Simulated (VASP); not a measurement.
Wanted: the native input for a VASP 6.6.1 run.

```
Task                   : relaxation of cell and atoms
Functional             : PBE
Potentials or basis    : VASP PAW PBE potentials, release 64 (Te, Pb_d)
Cutoff                 : 500 eV
k mesh                 : 6 × 6 × 6
Occupations            : gaussian, width 0.01 eV
Spin                   : no spin polarisation
Target pressure        : 10 GPa
Dipole correction      : no
Further INCAR settings : ALGO = Normal; EDIFF = 1e-07; IBRION = 2; EDIFFG = -0.03; NSW = 80; ISIF = 3
```

The structure of TePb lies in POSCAR:

```
TePb
1.0
    4.5693240000      0.0000000000      0.0000000000
    2.2846620000      3.9571506621      0.0000000000
    2.2846620000      1.3190502207      3.7308374232
Te Pb
1 1
Direct
    0.5000000000      0.5000000000      0.5000000000
    0.0000000000      0.0000000000      0.0000000000
```

One way to write it, as run:

INCAR

```
SYSTEM = TePb
  ALGO = Normal
  EDIFF = 1E-7
  EDIFFG = -0.03
  ENCUT = 500
  GGA = PE
  GGA_COMPAT = .FALSE.
  IBRION = 2
  ISIF = 3
  ISMEAR = 0
  LASPH = .TRUE.
  LCHARG = .FALSE.
  LREAL = .FALSE.
  LWAVE = .FALSE.
  NELM = 120
  NELMIN = 4
  NSW = 80
  PREC = Accurate
  PSTRESS = 100.0
  SIGMA = 0.01
```

KPOINTS

```
k-points
0
G
  6 6 6
  0 0 0
```

Potentials or basis: VASP PAW PBE potentials, release 64 (Te, Pb_d).

Command:

```sh
$ cat potpaw_PBE.64/Te/POTCAR potpaw_PBE.64/Pb_d/POTCAR > POTCAR
$ mpirun -np 1 vasp_std > vasp.out
```

Results of the run:

| Quantity | Value |
| --- | --- |
| Relaxed volume | 29.78 Å³/atom |
| Relaxed cell | a = 4.384 Å, b = 4.384 Å, c = 4.384 Å, α = 60.00°, β = 60.00°, γ = 60.00° |
| Space group after relaxing (to 0.1 Å) | Fm-3m (No. 225) |
| Energy change on relaxing (the run minimises the enthalpy) | +138.5 meV/atom |
| Ionic steps | 4 |
| Pressure after relaxing | 10.0 GPa |
| Band gap on the k mesh | 0.42 eV |

Caveat: the cell is relaxed towards a set pressure, so the run minimises the enthalpy, not the energy; spin-orbit coupling is left out, which moves the levels of the heavy elements.

It took 31 s on 1 thread of Intel(R) Xeon(R) 6975P-C (Granite Rapids), with other jobs on the host, peak memory 0.21 GiB.
